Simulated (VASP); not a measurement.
MgO (Periclase): single point with PBE+D3(BJ)

**What was measured.**

“Electronic structure of alkaline earth and post-transition metal oxides”, 2009, arxiv:0908.1581 quotes, for a bulk crystal of MgO: band gap 7.83 eV.

MgO (Periclase):

```
Mg O
1.0
     0.00000    2.10850    2.10850
     2.10850    0.00000    2.10850
     2.10850    2.10850    0.00000
Mg O
1 1
Direct
  0.00000 0.00000 0.00000
  0.50000 0.50000 0.50000
```

```
Program                : VASP 6.6.1
Task                   : single point
Functional             : PBE
Dispersion             : D3(BJ)
Potentials or basis    : VASP PAW PBE potentials, release 64 (Mg, O)
Cutoff                 : 600 eV
k mesh                 : 8 × 8 × 8
Occupations            : gaussian, width 0.01 eV
Spin                   : no spin polarisation
Dipole correction      : no
Further INCAR settings : ALGO = Normal; EDIFF = 1e-06; NBANDS = 11
```

```
Pressure                   : -2.0 GPa
Band gap on the k mesh     : 4.69 eV, direct
Dispersion energy per atom : -0.292 eV
```

Levels at points of the mesh, in eV from the valence-band top:
| k point | band 2 | band 3 | band 4 | band 5 | band 6 | band 7 |
| --- | --- | --- | --- | --- | --- | --- |
| (0.00, 0.00, 0.00) | 0.00 | 0.00 | 0.00 | 4.69 | 15.78 | 15.78 |
| (0.50, 0.00, 0.00) | -4.60 | -0.65 | -0.65 | 7.88 | 12.57 | 16.28 |
| (0.50, 0.50, 0.00) | -4.07 | -1.34 | -1.34 | 9.12 | 9.93 | 13.06 |

Wall time 10 s on 1 thread of Intel Xeon 8259CL (shared host), peak memory 0.15 GiB.

Measured gap of MgO: 7.83 eV (quoted in “Electronic structure of alkaline earth and post-transition metal oxides”, 2009, arxiv:0908.1581). This calculation gives 4.69 eV (-3.14 eV). The value is that of PBE+D3(BJ), without temperature or zero-point motion. Semilocal functionals fall short of measured gaps as a rule.

Caveat: three body term missing.
